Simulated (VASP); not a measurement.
# P (Cmce) in VASP: notebook

Aim: see how the results for P move with the level of theory and the settings. Levels: PBE+D4, PBE. Tasks: single point.

Everything below comes from runs of VASP 6.6.1. Logs are shortened: lines on timing, memory, paths and dates and some standing lists are left out, and cuts for length are marked.

## (1) The cell of the first run

Symmetry: Cmce, No. 64, orthorhombic system. Conventional cell: a = 3.321 Å, b = 10.192 Å, c = 4.180 Å, α = 90.00°, β = 90.00°, γ = 90.00°. Within 2.9 Å of P (site symmetry m) lie 3 P at 2.23 to 2.25 Å.

## (2) Single point, PBE+D4

INCAR

```
SYSTEM = P
  PREC = Accurate
  ENCUT = 520
  EDIFF = 1E-7
  ISMEAR = -1
  SIGMA = 0.05
  LREAL = .False.
  LASPH = .True.
  NELM = 100
  ALGO = Normal
  ISIF = 2
  LWAVE = .False.
  LCHARG = .False.
  GGA = PE
  IVDW = 13
  NBANDS = 18
```

KPOINTS

```
Automatic mesh
0
Gamma
  8 8 6
  0 0 0
```

POSCAR

```
P
1.0
    1.6607425228     -5.0959186288      0.0000000000
    1.6607425228      5.0959186288      0.0000000000
    0.0000000000      0.0000000000      4.1795336025
P
4
Direct
    0.8936493296      0.1063506704      0.5723042420
    0.1063506704      0.8936493296      0.4276957580
    0.6063506704      0.3936493296      0.0723042420
    0.3936493296      0.6063506704      0.9276957580
```

Potentials or basis: VASP PAW PBE potentials, release 64 (P).

Run with:

```sh
$ cat potpaw_PBE.64/P/POTCAR > POTCAR
$ mpirun -np 1 vasp_std > vasp.out
```

OUTCAR:

```text
SYSTEM = P
   PREC = Accurate
   ENCUT = 520
   EDIFF = 1E-7
   ISMEAR = -1
   LREAL = .False.
   LASPH = .True.
   NELM = 100
   ISIF = 2
   GGA = PE
   IVDW = 13

 ion  position               nearest neighbor table
   1  0.894  0.106  0.572-   4 2.23   4 2.23   2 2.25
   2  0.106  0.894  0.428-   3 2.23   3 2.23   1 2.25
   3  0.606  0.394  0.072-   2 2.23   2 2.23   4 2.25
   4  0.394  0.606  0.928-   1 2.23   1 2.23   3 2.25

  LATTYP: Found a base centered orthorhombic cell.
 ALAT       =     3.3214850456
 B/A-ratio  =     3.0684579692
 C/A-ratio  =     1.2583328075

  Lattice vectors:

 A1 = (   1.6607425228,  -5.0959186288,   0.0000000000)
 A2 = (   1.6607425228,   5.0959186288,   0.0000000000)
 A3 = (   0.0000000000,   0.0000000000,   4.1795336025)

Analysis of symmetry for initial positions (statically):
=====================================================================
 Subroutine PRICEL returns:
 Original cell was already a primitive cell.

 Routine SETGRP: Setting up the symmetry group for a
 base centered orthorhombic supercell.

 Subroutine GETGRP returns: Found  8 space group operations
 (whereof  4 operations were pure point group operations)
 out of a pool of  8 trial point group operations.

The static configuration has the point symmetry C_2h.
 The point group associated with its full space group is D_2h.

Analysis of symmetry for dynamics (positions and initial velocities):
=====================================================================
 Subroutine PRICEL returns:
 Original cell was already a primitive cell.

 Routine SETGRP: Setting up the symmetry group for a
 base centered orthorhombic supercell.

 Subroutine GETGRP returns: Found  8 space group operations
 (whereof  4 operations were pure point group operations)
 out of a pool of  8 trial point group operations.

The dynamic configuration has the point symmetry C_2h.
 The point group associated with its full space group is D_2h.

 Subroutine INISYM returns: Found  8 space group operations
 (whereof  4 operations are pure point group operations),
 and found     1 'primitive' translations

----------------------------------------------------------------------------------------

                                     Primitive cell

  volume of cell :      70.7429

  direct lattice vectors                    reciprocal lattice vectors
     1.660742523 -5.095918629  0.000000000     0.301070150 -0.098117736  0.000000000
     1.660742523  5.095918629  0.000000000     0.301070150  0.098117736  0.000000000
     0.000000000  0.000000000  4.179533603     0.000000000  0.000000000  0.239261146

  length of vectors
     5.359706372  5.359706372  4.179533603     0.316654899  0.316654899  0.239261146

  position of ions in fractional coordinates (direct lattice)
     0.893649330  0.106350670  0.572304242
     0.106350670  0.893649330  0.427695758
     0.606350670  0.393649330  0.072304242
     0.393649330  0.606350670  0.927695758

  ion indices of the primitive-cell ions
   primitive index   ion index
                 1           1
                 2           2
                 3           3
                 4           4

----------------------------------------------------------------------------------------

 KPOINTS: Automatic mesh

Automatic generation of k-mesh.
 Grid dimensions read from file:
 generate k-points for:    8    8    6

 Generating k-lattice:

  Cartesian coordinates                     Fractional coordinates (reciprocal lattice)
     0.037633769 -0.012264717  0.000000000     0.125000000 -0.000000000  0.000000000
     0.037633769  0.012264717  0.000000000    -0.000000000  0.125000000  0.000000000
     0.000000000  0.000000000  0.039876858     0.000000000  0.000000000  0.166666667

  Length of vectors
     0.039581862  0.039581862  0.039876858

  Shift w.r.t. Gamma in fractional coordinates (k-lattice)
     0.000000000  0.000000000  0.000000000

 Subroutine IBZKPT returns following result:
 ===========================================

 Found     84 irreducible k-points:

 Following reciprocal coordinates:
            Coordinates               Weight
  0.000000  0.000000  0.000000      1.000000
  0.125000 -0.000000  0.000000      4.000000
  0.250000 -0.000000  0.000000      4.000000
  0.375000  0.000000  0.000000      4.000000
  0.500000 -0.000000  0.000000      2.000000
  0.125000  0.125000  0.000000      2.000000
[... 16 lines left out ...]
  0.125000 -0.000000  0.166667      8.000000
  0.250000 -0.000000  0.166667      8.000000
 [... further k-points ...]
   k-points           NKPTS =     84   k-points in BZ     NKDIM =     84   number of bands    NBANDS=     18
   number of dos      NEDOS =    301   number of ions     NIONS =      4
   total plane-waves  NPLWV =  51200
   dimension x,y,z NGX =    40 NGY =   40 NGZ =   32
   dimension x,y,z NGXF=    80 NGYF=   80 NGZF=   64
   ions per type =               4
   NGX,Y,Z   is equivalent  to a cutoff of  12.41, 12.41, 12.73 a.u.
   NGXF,Y,Z  is equivalent  to a cutoff of  24.81, 24.81, 25.46 a.u.
 SYSTEM =  P
   PREC   = accura    normal or accurate (medium, high low for compatibility)
   ISTART =      0    job   : 0-new  1-cont  2-samecut
   ICHARG =      2    charge: 1-file 2-atom 10-const
   ISPIN  =      1    spin polarized calculation?
   LNONCOLLINEAR =      F non collinear calculations
   LSORBIT =      F    spin-orbit coupling
   LASPH  =      T    aspherical Exc in radial PAW
   ENCUT  =  520.0 eV  38.22 Ry    6.18 a.u.   9.97  9.97  7.77*2*pi/ulx,y,z
   NELM   =    100;   NELMIN=  2; NELMDL= -5     # of ELM steps
   EDIFF  = 0.1E-06   stopping-criterion for ELM
   LREAL  =      F    real-space projection
   EDIFFG = 0.1E-05   stopping-criterion for IOM
   NSW    =      0    number of steps for IOM
   IBRION =     -1    ionic relax: 0-MD 1-quasi-New 2-CG
   NFREE  =      0    steps in history (QN), initial steepest desc. (CG)
   ISIF   =      2    stress and relaxation
   ISYM   =      2    0-nonsym 1-usesym 2-fastsym
   POTIM  = 0.5000    time-step for ionic-motion
   TEBEG  =    0.0;   TEEND  =   0.0 temperature during run
   PSTRESS=    0.0 pullay stress
   NELECT =      20.0000    total number of electrons
   NUPDOWN=      -1.0000    fix difference up-down
   EMIN   =  10.00;   EMAX   =-10.00  energy-range for DOS
   EFERMI =   0.00;   METHOD = LEGACY
   ISMEAR =    -1;   SIGMA  =   0.05  broadening in eV -4-tet -1-fermi 0-gaus
   EFERMI_NEDOS =   21; number of points for ismear=-14 and -15
   IALGO  =     38    algorithm
   IMIX   =      4    mixing-type and parameters
     AMIX     =   0.40;   BMIX     =  1.00
     AMIX_MAG =   1.60;   BMIX_MAG =  1.00
  volume/ion in A,a.u.               =      17.69       119.35
  Fermi-wavevector in a.u.,A,eV,Ry     =   1.074461  2.030437 15.707467  1.154466
  Thomas-Fermi vector in A             =   2.210290
   LORBIT       =      0    0 simple, 1 ext, 2 COOP (PROOUT), +10 PAW based schemes
   GGA     = PE    functional components
   LHFCALC =     F    Hartree Fock is set to
   AEXX    =    0.0000 exact exchange contribution
   IVDW    =    13    specifies the selected vdW correction
   LEPSILON=     F    determine dielectric tensor
   LRPA    =     F    only Hartree local field effects (RPA)
 non-spin polarized calculation
  energy-cutoff  :      520.00
  volume of cell :       70.74
 maximum number of plane-waves:      1921
   NGX = 19   NGY = 19   NGZ = 15

 number of electron      19.9999998 magnetization

 Free energy of the ion-electron system (eV)
  ---------------------------------------------------
  ext. energy  EPLUGINS =         0.00000000
  ---------------------------------------------------
  free energy    TOTEN  =       -21.37960585 eV

  energy without entropy =      -21.37709442  energy(sigma->0) =      -21.37835014

 E-fermi :   7.3997     XC(G=0): -10.2507

 val. band max:        7.3637607328   @ k =   0.5000   0.1250   0.0000
 cond. band min:       7.4146305767   @ k =   0.5000   0.3750   0.0000
 fundamental gap:      0.0508698439
 Fermi energy:         7.3997212380

 k-point     1 :       0.0000    0.0000    0.0000
  band No.  band energies     occupation
      1      -8.6124      2.00000
      2      -5.2749      2.00000
      3      -1.7953      2.00000
      4       0.0913      2.00000
      5       2.2798      2.00000
      6       3.0881      2.00000
[... 10 lines left out ...]
     17      14.6147      0.00000
     18      14.8057      0.00000

 k-point     2 :       0.1250   -0.0000    0.0000
  band No.  band energies     occupation
      1      -8.4147      2.00000
      2      -5.1191      2.00000
      3      -1.9744      2.00000
      4       0.2978      2.00000
      5       2.2156      2.00000
      6       2.4624      2.00000
[... 10 lines left out ...]
     17      13.0523      0.00000
     18      14.4356      0.00000

 k-point     3 :       0.2500   -0.0000    0.0000
  band No.  band energies     occupation
      1      -7.8275      2.00000
      2      -4.6474      2.00000
      3      -2.7499      2.00000
      4       0.4643      2.00000
      5       0.8925      2.00000
      6       1.8874      2.00000
[... 10 lines left out ...]
     17      12.8614      0.00000
     18      14.2595      0.00000

 k-point     4 :       0.3750    0.0000    0.0000
  band No.  band energies     occupation
      1      -6.8722      2.00000
      2      -4.1230      2.00000
      3      -3.8500      2.00000
      4      -1.2621      2.00000
      5       1.7588      2.00000
      6       2.0358      2.00000
[... 10 lines left out ...]
     17      14.2748      0.00000
     18      14.4034      0.00000

 k-point     5 :       0.5000   -0.0000    0.0000
  band No.  band energies     occupation
      1      -5.5980      2.00000
      2      -5.5980      2.00000
      3      -2.7191      2.00000
      4      -2.7191      2.00000
      5       2.3519      2.00000
      6       2.3519      2.00000
[... 10 lines left out ...]
     17      14.3119      0.00000
     18      14.3119      0.00000

 k-point     6 :       0.1250    0.1250    0.0000
  band No.  band energies     occupation
      1      -7.8691      2.00000
      2      -4.5159      2.00000
      3      -2.7355      2.00000
      4       0.4073      2.00000
      5       0.7377      2.00000
      6       1.8639      2.00000
[... 10 lines left out ...]
     17      12.9079      0.00000
     18      14.7491      0.00000

 k-point     7 :       0.2500    0.1250    0.0000
  band No.  band energies     occupation
      1      -6.9488      2.00000
      2      -4.0531      2.00000
      3      -3.6137      2.00000
      4      -1.4545      2.00000
      5       1.4912      2.00000
      6       2.0281      2.00000
[... 10 lines left out ...]
     17      13.8536      0.00000
     18      15.3054      0.00000

 k-point     8 :       0.3750    0.1250    0.0000
  band No.  band energies     occupation
      1      -5.6950      2.00000
      2      -5.4864      2.00000
      3      -3.0051      2.00000
      4      -2.4252      2.00000
      5       2.1573      2.00000
      6       2.5010      2.00000
[... 10 lines left out ...]
     17      14.1147      0.00000
     18      14.5637      0.00000
[... 229 lines left out ...]
     17      13.1839      0.00000
     18      13.6144      0.00000

 k-point    20 :      -0.3750    0.3750    0.0000
  band No.  band energies     occupation
      1      -8.3222      2.00000
      2      -6.0310      2.00000
      3      -1.6433      2.00000
      4       1.1283      2.00000
      5       2.1306      2.00000
      6       2.1943      2.00000
[... 10 lines left out ...]
     17      13.4111      0.00000
     18      14.0004      0.00000

 k-point    21 :       0.5000    0.5000    0.0000
  band No.  band energies     occupation
      1      -8.2578      2.00000
      2      -6.1639      2.00000
      3      -1.6143      2.00000
      4       1.6419      2.00000
      5       1.6561      2.00000
      6       2.0733      2.00000
[... 10 lines left out ...]
     17      13.5114      0.00000
     18      13.6804      0.00000

 k-point    22 :       0.0000    0.0000    0.1667
  band No.  band energies     occupation
      1      -8.4290      2.00000
      2      -5.4705      2.00000
      3      -2.0865      2.00000
      4       0.1412      2.00000
      5       1.9490      2.00000
      6       3.0750      2.00000
[... 10 lines left out ...]
     17      14.5062      0.00000
     18      15.6599      0.00000

 k-point    23 :       0.1250   -0.0000    0.1667
  band No.  band energies     occupation
      1      -8.2327      2.00000
      2      -5.3119      2.00000
      3      -2.1674      2.00000
      4       0.3085      2.00000
      5       1.7588      2.00000
      6       2.1349      2.00000
[... 10 lines left out ...]
     17      14.1368      0.00000
     18      14.6876      0.00000

 k-point    24 :       0.2500   -0.0000    0.1667
  band No.  band energies     occupation
      1      -7.6510      2.00000
      2      -4.8486      2.00000
      3      -2.6636      2.00000
      4       0.1305      2.00000
      5       1.0479      2.00000
      6       1.4441      2.00000
[... 10 lines left out ...]
     17      12.8934      0.00000
     18      14.3767      0.00000

 [... further k-points ...]

------------------------ aborting loop because EDIFF is reached ----------------------------------------

  DFT-D4 for vdW energy calculation

  Edisp (eV):   -1.66982

  FORCE on cell =-STRESS in cart. coord.  units (eV):
  Direction    XX          YY          ZZ          XY          YZ          ZX
  --------------------------------------------------------------------------------------
  -------------------------------------------------------------------------------------
  Total      -0.15646    -0.16941    -0.14581     0.00000    -0.00000     0.00000
  in kB      -3.54352    -3.83685    -3.30224     0.00000    -0.00000     0.00000
  external pressure =       -3.56 kB  Pullay stress =        0.00 kB

 VOLUME and BASIS-vectors are now :
 -----------------------------------------------------------------------------
  energy-cutoff  :      520.00
  volume of cell :       70.74
      direct lattice vectors                 reciprocal lattice vectors
     1.660742523 -5.095918629  0.000000000     0.301070150 -0.098117736  0.000000000
     1.660742523  5.095918629  0.000000000     0.301070150  0.098117736  0.000000000
     0.000000000  0.000000000  4.179533603     0.000000000  0.000000000  0.239261146

 POSITION                                       TOTAL-FORCE (eV/Angst)
 -----------------------------------------------------------------------------------
      1.66074     -4.01201      2.39196         0.000000     -0.042581      0.046122
      1.66074      4.01201      1.78757         0.000000      0.042581     -0.046122
      1.66074     -1.08391      0.30220         0.000000      0.042581      0.046122
      1.66074      1.08391      3.87734         0.000000     -0.042581     -0.046122
 -----------------------------------------------------------------------------------
    total drift:                               -0.000000      0.000000     -0.000000

  FREE ENERGIE OF THE ION-ELECTRON SYSTEM (eV)
  ---------------------------------------------------
  free  energy   TOTEN  =       -23.0494260040 eV

  energy  without entropy=      -23.0469145696  energy(sigma->0) =      -23.04817029
```

It took 2 min on 1 thread of Oxide Virtual Turin-like, shared host; peak memory 0.2 GiB.

Results:

```
Free energy                : -23.0494 eV
Pressure                   : -0.4 GPa
Largest force              : 0.063 eV/Å
Band gap on the k mesh     : zero (bands 10 and 11 overlap by 0.23 eV)
Dispersion energy per atom : -0.417 eV
```

Forces in eV/Å, atoms in the order of the input:
```
P    0.000 -0.043  0.046
P    0.000  0.043 -0.046
P    0.000  0.043  0.046
P    0.000 -0.043 -0.046
```

## (3) Single point, PBE

This run uses another cell than the first one, of 20.46 Å³/atom.

INCAR

```
SYSTEM = P
  PREC = Accurate
  ENCUT = 520
  EDIFF = 1E-6
  ISMEAR = 0
  SIGMA = 0.028000000000000004
  LREAL = .FALSE.
  LASPH = .TRUE.
  NELM = 80
  ALGO = Normal
  ISIF = 2
  LWAVE = .FALSE.
  LCHARG = .FALSE.
  GGA = PE
  NBANDS = 18
```

KPOINTS

```
regular mesh
0
G
  8 8 6
  0 0 0
```

POSCAR

```
P
1.0
    1.6477431241     -5.4650377251      0.0000000000
    1.6477431241      5.4650377251      0.0000000000
    0.0000000000      0.0000000000      4.5436355900
P
4
Direct
    0.9041431300      0.0958568700      0.5888151700
    0.0958568700      0.9041431300      0.4111848300
    0.5958568700      0.4041431300      0.0888151700
    0.4041431300      0.5958568700      0.9111848300
```

Potentials or basis: VASP PAW PBE potentials, release 64 (P).

Run with:

```sh
$ cat potpaw_PBE.64/P/POTCAR > POTCAR
$ mpirun -np 1 vasp_std > vasp.out
```

Run time: 3.3 min. Hardware: 1 thread of Oxide Virtual Turin-like, shared host; peak memory 0.24 GiB.

It converged, with:

* Free energy: -21.4906 eV
* Pressure: 1.7 GPa
* Largest force: 0.287 eV/Å
* Band gap on the k mesh: 0.11 eV

Forces on the atoms (eV/Å):
```
P    0.000  0.128 -0.257
P    0.000 -0.128  0.257
P    0.000 -0.128 -0.257
P    0.000  0.128  0.257
```

Stress tensor (GPa, compression positive):
```
1.51 0.00 0.00
0.00 1.64 0.00
0.00 0.00 1.87
```

Levels at points of the mesh, in eV from the valence-band top:
| k point | band 7 | band 8 | band 9 | band 10 | band 11 | band 12 | band 13 | band 14 |
| --- | --- | --- | --- | --- | --- | --- | --- | --- |
| (0.00, 0.00, 0.00) | -4.08 | -2.79 | -2.59 | -1.23 | 0.56 | 1.00 | 1.89 | 2.81 |
| (0.50, 0.00, 0.00) | -3.41 | -3.41 | -2.67 | -2.67 | 0.65 | 0.65 | 1.47 | 1.47 |
| (0.50, 0.50, 0.00) | -4.17 | -2.43 | -1.60 | 0.00 | 0.11 | 0.77 | 2.10 | 2.70 |
| (0.00, 0.00, 0.50) | -3.29 | -3.29 | -1.68 | -1.68 | 1.42 | 1.42 | 2.88 | 2.88 |
| (0.50, 0.00, 0.50) | -5.33 | -5.33 | -1.83 | -1.83 | 1.65 | 1.65 | 3.41 | 3.41 |
| (0.50, 0.50, 0.50) | -2.80 | -2.80 | -1.99 | -1.99 | 1.40 | 1.40 | 2.56 | 2.56 |

A k mesh can miss the band edges.

The gap in the log of VASP goes by the Fermi energy; the results here count the filled bands.